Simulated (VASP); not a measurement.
# Pb (Fm-3m) in VASP: notebook, part 2 of 2

VASP 6.6.1.

### Step 4. Single point, r2SCAN (volume scaled by 0.94)

POSCAR

```
Pb
1.0
    0.0000000000      2.4468043773      2.4468043773
    2.4468043773      0.0000000000      2.4468043773
    2.4468043773      2.4468043773      0.0000000000
Pb
1
Direct
    0.0000000000      0.0000000000      0.0000000000
```

INCAR.step1

```
SYSTEM = Pb
ALGO     = Normal         ! electronic algorithm
EDIFF    = 1E-4           ! SCF threshold, eV
ENCUT    = 520            ! plane-wave cutoff, eV
GGA      = PE             ! functional
ISMEAR   = 0              ! smearing method
LASPH    = .True.         ! aspherical terms in the spheres
LCHARG   = .False.        ! write CHGCAR
LREAL    = .False.        ! projectors in reciprocal space
LWAVE    = .True.         ! write WAVECAR
NBANDS   = 13             ! bands
NELM     = 80             ! most SCF steps
PREC     = Accurate       ! precision mode
SIGMA    = 0.1            ! smearing width, eV
```

INCAR.step2

```
SYSTEM = Pb
ALGO     = Normal         ! electronic algorithm
EDIFF    = 1E-6           ! SCF threshold, eV
ENCUT    = 520            ! plane-wave cutoff, eV
ISIF     = 2              ! what is computed and relaxed
ISMEAR   = 0              ! smearing method
ISTART   = 1            
LASPH    = .True.         ! aspherical terms in the spheres
LCHARG   = .False.        ! write CHGCAR
LMIXTAU  = .True.       
LREAL    = .False.        ! projectors in reciprocal space
LWAVE    = .False.        ! write WAVECAR
METAGGA  = R2SCAN         ! meta-GGA
NBANDS   = 13             ! bands
NELM     = 80             ! most SCF steps
PREC     = Accurate       ! precision mode
SIGMA    = 0.1            ! smearing width, eV
```

KPOINTS

```
k-points
0
Gamma
  14 14 14
  0 0 0
```

Potentials or basis: VASP PAW PBE potentials, release 64 (Pb_d).

Launch:

```console
cat potpaw_PBE.64/Pb_d/POTCAR > POTCAR
cp INCAR.step1 INCAR
mpirun -np 1 vasp_std > vasp.out
cp INCAR.step2 INCAR
mpirun -np 1 vasp_std > vasp.out
```

OUTCAR:

```text
SYSTEM = Pb
   EDIFF = 1E-6
   ENCUT = 520
   ISIF = 2
   ISMEAR = 0
   ISTART = 1
   LASPH = .True.
   LREAL = .False.
   METAGGA = R2SCAN
   NELM = 80
   PREC = Accurate

 ion  position               nearest neighbor table
   1  0.000  0.000  0.000-

  LATTYP: Found a face centered cubic cell.
 ALAT       =     4.8936087546

  Lattice vectors:

 A1 = (   0.0000000000,   2.4468043773,   2.4468043773)
 A2 = (   2.4468043773,   0.0000000000,   2.4468043773)
 A3 = (   2.4468043773,   2.4468043773,   0.0000000000)

Analysis of symmetry for initial positions (statically):
=====================================================================
 Subroutine PRICEL returns:
 Original cell was already a primitive cell.

 Routine SETGRP: Setting up the symmetry group for a
 face centered cubic supercell.

 Subroutine GETGRP returns: Found 48 space group operations
 (whereof 48 operations were pure point group operations)
 out of a pool of 48 trial point group operations.

The static configuration has the point symmetry O_h .

Analysis of symmetry for dynamics (positions and initial velocities):
=====================================================================
 Subroutine PRICEL returns:
 Original cell was already a primitive cell.

 Routine SETGRP: Setting up the symmetry group for a
 face centered cubic supercell.

 Subroutine GETGRP returns: Found 48 space group operations
 (whereof 48 operations were pure point group operations)
 out of a pool of 48 trial point group operations.

The dynamic configuration has the point symmetry O_h .

 Subroutine INISYM returns: Found 48 space group operations
 (whereof 48 operations are pure point group operations),
 and found     1 'primitive' translations

----------------------------------------------------------------------------------------

                                     Primitive cell

  volume of cell :      29.2973

  direct lattice vectors                    reciprocal lattice vectors
     0.000000000  2.446804377  2.446804377    -0.204348171  0.204348171  0.204348171
     2.446804377  0.000000000  2.446804377     0.204348171 -0.204348171  0.204348171
     2.446804377  2.446804377  0.000000000     0.204348171  0.204348171 -0.204348171

  length of vectors
     3.460303935  3.460303935  3.460303935     0.353941415  0.353941415  0.353941415

  position of ions in fractional coordinates (direct lattice)
     0.000000000  0.000000000  0.000000000

  ion indices of the primitive-cell ions
   primitive index   ion index
                 1           1

----------------------------------------------------------------------------------------

 KPOINTS: k-points

Automatic generation of k-mesh.
 Grid dimensions read from file:
 generate k-points for:   14   14   14

 Generating k-lattice:

  Cartesian coordinates                     Fractional coordinates (reciprocal lattice)
    -0.014596298  0.014596298  0.014596298     0.071428571  0.000000000  0.000000000
     0.014596298 -0.014596298  0.014596298     0.000000000  0.071428571  0.000000000
     0.014596298  0.014596298 -0.014596298     0.000000000  0.000000000  0.071428571

  Length of vectors
     0.025281530  0.025281530  0.025281530

  Shift w.r.t. Gamma in fractional coordinates (k-lattice)
     0.000000000  0.000000000  0.000000000

 Subroutine IBZKPT returns following result:
 ===========================================

 Found    104 irreducible k-points:

 Following reciprocal coordinates:
            Coordinates               Weight
  0.000000  0.000000  0.000000      1.000000
  0.071429  0.000000  0.000000      8.000000
  0.142857  0.000000  0.000000      8.000000
  0.214286  0.000000  0.000000      8.000000
  0.285714  0.000000  0.000000      8.000000
  0.357143  0.000000  0.000000      8.000000
[... 16 lines left out ...]
  0.214286  0.142857  0.000000     24.000000
  0.285714  0.142857  0.000000     24.000000
 [... further k-points ...]
   k-points           NKPTS =    104   k-points in BZ     NKDIM =    104   number of bands    NBANDS=     13
   number of dos      NEDOS =    301   number of ions     NIONS =      1
   total plane-waves  NPLWV =  21952
   dimension x,y,z NGX =    28 NGY =   28 NGZ =   28
   dimension x,y,z NGXF=    56 NGYF=   56 NGZF=   56
   ions per type =               1
   NGX,Y,Z   is equivalent  to a cutoff of  13.45, 13.45, 13.45 a.u.
   NGXF,Y,Z  is equivalent  to a cutoff of  26.90, 26.90, 26.90 a.u.
 SYSTEM =  Pb
   PREC   = accura    normal or accurate (medium, high low for compatibility)
   ISTART =      1    job   : 0-new  1-cont  2-samecut
   ICHARG =      0    charge: 1-file 2-atom 10-const
   ISPIN  =      1    spin polarized calculation?
   LNONCOLLINEAR =      F non collinear calculations
   LSORBIT =      F    spin-orbit coupling
   LASPH  =      T    aspherical Exc in radial PAW
   ENCUT  =  520.0 eV  38.22 Ry    6.18 a.u.   6.43  6.43  6.43*2*pi/ulx,y,z
   NELM   =     80;   NELMIN=  2; NELMDL=  0     # of ELM steps
   EDIFF  = 0.1E-05   stopping-criterion for ELM
   LREAL  =      F    real-space projection
   EDIFFG = 0.1E-04   stopping-criterion for IOM
   NSW    =      0    number of steps for IOM
   IBRION =     -1    ionic relax: 0-MD 1-quasi-New 2-CG
   NFREE  =      0    steps in history (QN), initial steepest desc. (CG)
   ISIF   =      2    stress and relaxation
   ISYM   =      2    0-nonsym 1-usesym 2-fastsym
   POTIM  = 0.5000    time-step for ionic-motion
   TEBEG  =    0.0;   TEEND  =   0.0 temperature during run
   PSTRESS=    0.0 pullay stress
   NELECT =      14.0000    total number of electrons
   NUPDOWN=      -1.0000    fix difference up-down
   EMIN   =  10.00;   EMAX   =-10.00  energy-range for DOS
   EFERMI =   0.00;   METHOD = LEGACY
   ISMEAR =     0;   SIGMA  =   0.10  broadening in eV -4-tet -1-fermi 0-gaus
   EFERMI_NEDOS =   21; number of points for ismear=-14 and -15
   IALGO  =     38    algorithm
   IMIX   =      4    mixing-type and parameters
     AMIX     =   0.40;   BMIX     =  1.00
     AMIX_MAG =   1.60;   BMIX_MAG =  1.00
  volume/ion in A,a.u.               =      29.30       197.71
  Fermi-wavevector in a.u.,A,eV,Ry     =   1.279897  2.418654 22.288188  1.638136
  Thomas-Fermi vector in A             =   2.412356
   LORBIT       =      0    0 simple, 1 ext, 2 COOP (PROOUT), +10 PAW based schemes
   METAGGA = R2SCAN    functional components
   LHFCALC =     F    Hartree Fock is set to
   AEXX    =    0.0000 exact exchange contribution
   IVDW    =     0    specifies the selected vdW correction
   LEPSILON=     F    determine dielectric tensor
   LRPA    =     F    only Hartree local field effects (RPA)
 non-spin polarized calculation
 Gauss-broadening in eV      SIGMA  =   0.10
  energy-cutoff  :      520.00
  volume of cell :       29.30
 maximum number of plane-waves:       802
 NGX is ok and might be reduce to    28
   NGX = 13   NGY = 13   NGZ = 13

 number of electron      13.9999999 magnetization

 Free energy of the ion-electron system (eV)
  ---------------------------------------------------
  ext. energy  EPLUGINS =         0.00000000
  ---------------------------------------------------
  free energy    TOTEN  =       -56.26591465 eV

  energy without entropy =      -56.26384944  energy(sigma->0) =      -56.26488204

 E-fermi :   7.6848     XC(G=0): -11.1125

 val. band max:        7.6492593535   @ k =  -0.2857   0.2857   0.0714
 cond. band min:       7.7546809005   @ k =   0.3571   0.2143   0.0000
 fundamental gap:      0.1054215470
 Fermi energy:         7.6847843837

 k-point     1 :       0.0000    0.0000    0.0000
  band No.  band energies     occupation
      1     -10.1354      2.00000
      2     -10.1354      2.00000
      3     -10.1354      2.00000
      4      -9.9709      2.00000
      5      -9.9709      2.00000
      6      -4.9283      2.00000
      7      15.6441      0.00000
      8      15.6441      0.00000
      9      15.6441      0.00000
     10      18.0555      0.00000
     11      20.3859      0.00000
     12      20.9886      0.00000
     13      20.9886      0.00000
[... 353 lines left out ...]
 k-point    24 :       0.2857    0.1429    0.0000
  band No.  band energies     occupation
      1     -10.1860      2.00000
      2     -10.0686      2.00000
      3     -10.0345      2.00000
      4      -9.9862      2.00000
      5      -9.8892      2.00000
      6      -3.3618      2.00000
      7       9.0528      0.00000
      8      12.7041      0.00000
      9      13.0296      0.00000
     10      16.7192      0.00000
     11      18.4314      0.00000
     12      22.5086      0.00000
     13      23.0799      0.00000

 [... further k-points ...]

------------------------ aborting loop because EDIFF is reached ----------------------------------------

  FORCE on cell =-STRESS in cart. coord.  units (eV):
  Direction    XX          YY          ZZ          XY          YZ          ZX
  --------------------------------------------------------------------------------------
  -------------------------------------------------------------------------------------
  Total        0.5814648      0.5814648      0.5814648      0.0000000      0.0000000     -0.0000000
  in kB       31.7984716     31.7984716     31.7984716      0.0000000      0.0000000     -0.0000000
  external PRESSURE =      31.7984716 kB  Pullay stress =       0.0000000 kB

 VOLUME and BASIS-vectors are now :
 -----------------------------------------------------------------------------
  energy-cutoff  :      520.00
  volume of cell :       29.30
      direct lattice vectors                 reciprocal lattice vectors
     0.000000000  2.446804377  2.446804377    -0.204348171  0.204348171  0.204348171
     2.446804377  0.000000000  2.446804377     0.204348171 -0.204348171  0.204348171
     2.446804377  2.446804377  0.000000000     0.204348171  0.204348171 -0.204348171

 POSITION                                       TOTAL-FORCE (eV/Angst)
 -----------------------------------------------------------------------------------
      0.00000      0.00000      0.00000         0.000000      0.000000      0.000000
 -----------------------------------------------------------------------------------
    total drift:                               -0.000000     -0.000000     -0.000000

  FREE ENERGIE OF THE ION-ELECTRON SYSTEM (eV)
  ---------------------------------------------------
  free  energy   TOTEN  =       -56.2659146511 eV

  energy  without entropy=      -56.2638494379  energy(sigma->0) =      -56.26488204
```

Run time: 66 s. Hardware: 1 thread of Intel Xeon 6975P-C (Granite Rapids), shared host; peak memory 0.18 GiB.

Results:

| Item | Value |
| --- | --- |
| Free energy | -56.2659 eV |
| Pressure | 3.2 GPa |
| Band gap on the k mesh | zero (band 7 reaches 15.64 eV, above the bottom of band 8 at 5.96 eV) |

Levels at points of the mesh, in eV from the Fermi level:
| k point | band 3 | band 4 | band 5 | band 6 | band 7 | band 8 | band 9 | band 10 | band 11 | band 12 |
| --- | --- | --- | --- | --- | --- | --- | --- | --- | --- | --- |
| (0.00, 0.00, 0.00) | -17.82 | -17.66 | -17.66 | -12.61 | 7.96 | 7.96 | 7.96 | 10.37 | 12.70 | 13.30 |
| (0.50, 0.00, 0.00) | -17.81 | -17.50 | -17.50 | -8.58 | -4.63 | 5.94 | 5.94 | 9.92 | 10.32 | 11.95 |
| (0.50, 0.50, 0.00) | -17.51 | -17.46 | -17.46 | -6.98 | -3.67 | 2.10 | 2.10 | 5.96 | 7.07 | 19.43 |

Caveat: the PAW data sets were made with another functional, which shifts forces and pressure a little; spin-orbit coupling is left out, which moves the levels of the heavy elements.

### Step 5. Summary

| cell | gap on the mesh (eV) | pressure (GPa) |
| --- | --- | --- |
| a = 3.385 Å, angles 60.0°, 1 atom | none | 7.8 |
| a = 3.423 Å, angles 60.0°, 1 atom | none | 5.3 |
| a = 3.460 Å, angles 60.0°, 1 atom | none | 3.2 |

Alike in all rows: task single point; level r2SCAN; potentials or basis VASP PAW PBE potentials, release 64 (Pb_d); no spin polarisation; k mesh 14 × 14 × 14; cutoff (eV) 520; smearing gaussian 0.1 eV.

Caveats: the PAW data sets were made with another functional, which shifts forces and pressure a little; spin-orbit coupling is left out, which moves the levels of the heavy elements.

Total energies depend on the potentials used, so only differences within one code and one set of settings carry meaning.
